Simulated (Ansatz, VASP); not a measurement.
One calculation of SrAl3, two programs

The input INCAR:

```
ALGO     = Fast           # electronic algorithm
EDIFF    = 1E-6           # SCF threshold, eV
ENCUT    = 520            # plane-wave cutoff, eV
GGA      = PE             # functional
ISIF     = 2              # what is computed and relaxed
ISMEAR   = 0              # smearing method
LASPH    = True           # aspherical terms in the spheres
LCHARG   = False          # write CHGCAR
LREAL    = False          # projectors in reciprocal space
LWAVE    = False          # write WAVECAR
NBANDS   = 18             # bands
NELM     = 80             # most SCF steps
PREC     = Accurate       # precision mode
SIGMA    = 0.05           # smearing width, eV
```

KPOINTS

```
k-points
0
Gamma
  8 8 8
```

The input POSCAR:

```
SrAl3
1.0
    4.4737020881      0.0000000000      0.0000000000
    0.0000000000      4.4737020881      0.0000000000
    0.0000000000      0.0000000000      4.5184391090
Sr Al
1 3
Direct
    0.0000000000      0.0000000000      0.0000000000
    0.0000000000      0.5000000000      0.5000000000
    0.5000000000      0.5000000000      0.0000000000
    0.5000000000      0.0000000000      0.5000000000
```

Input for Ansatz:

```yaml
crystal:
  lattice:
    - [4.4737020881, 0.0, 0.0]
    - [0.0, 4.4737020881, 0.0]
    - [0.0, 0.0, 4.518439109]
  atoms:
    - { symbol: Sr, position: [0.0, 0.0, 0.0] }
    - { symbol: Al, position: [0.0, 0.5, 0.5] }
    - { symbol: Al, position: [0.5, 0.5, 0.0] }
    - { symbol: Al, position: [0.5, 0.0, 0.5] }
basis:
  ecutwfc: 420
  ecutrho_ratio: 4
kpoints:
  mp_grid: { grid: [8, 8, 8] }
hamiltonian:
  xc: pbe
scf:
  occupations: { method: gaussian, width: 0.05 }
output:
  forces: true
  stress: true
  eigenvalues: true
```

Change from the starting cell: strain e3 = +0.01, atoms carried along.

Alike in both runs: task single point; functional PBE; k mesh 8 × 8 × 8; occupations gaussian, width 0.05 eV; no spin polarisation.

```csv
,VASP,Ansatz
version,VASP 6.6.1,Ansatz 0.2.0
potentials or method,"VASP PAW PBE potentials, release 64 (Sr_sv, Al), cutoff 520 eV","scalar-relativistic, plane waves, PAW"
valence electrons in the cell,19,19
```

```tsv
	VASP	Ansatz	Ansatz less VASP
gap on the k mesh at the Fermi level (eV)	none	none	-
pressure (GPa)	-0.5	-0.5	-0.04
traceless stress, the component that is largest in VASP (GPa)	-0.52	-0.51	+0.002
```

A gap of «none» marks a metal or a gap that the smearing closes. The functional is the same, so the differences come from potentials, cutoffs and numerics.
